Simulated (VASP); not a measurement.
BiTe, 2 atoms in the cell. Symmetry: R-3m, No. 166, trigonal system. Conventional cell: a = 4.724 Å, b = 4.724 Å, c = 9.952 Å, α = 90.00°, β = 90.00°, γ = 120.00°. Within 4.3 Å of Bi (site symmetry -3m) lie 6 Te at 3.19 Å and 6 Bi at 4.29 Å. Within 4.3 Å of Te (site symmetry -3m) lie 6 Bi at 3.19 Å and 6 Te at 4.29 Å.  This cell differs from its parent crystal: strain -0.025 along x and y, +0.000 along z.

```yaml
Program: VASP 6.6.1
Task: single point
Functional: PBE
Potentials_or_basis: VASP PAW PBE potentials, release 64 (Bi_d, Te)
Cutoff: 520 eV
k_mesh: 12 × 12 × 12
Occupations: gaussian, width 0.15 eV
Spin: no spin polarisation
Dipole_correction: no
Further_INCAR_settings: ALGO = Normal; EDIFF = 1e-07; NBANDS = 18
```

Potentials or basis: VASP PAW PBE potentials, release 64 (Bi_d, Te).

Command:

```bash
$ cat potpaw_PBE.64/Bi_d/POTCAR potpaw_PBE.64/Te/POTCAR > POTCAR
$ mpirun -np 1 vasp_std > vasp.out
```

Hardware: 1 thread of Intel(R) Xeon(R) 6975P-C (Granite Rapids), on a shared host.

Q: How long does it take, and how much memory?

A: It took 49 s on 1 thread of Intel(R) Xeon(R) 6975P-C (Granite Rapids), with other jobs on the host, peak memory 0.34 GiB. Counts: scf iterations 13, k points 189.
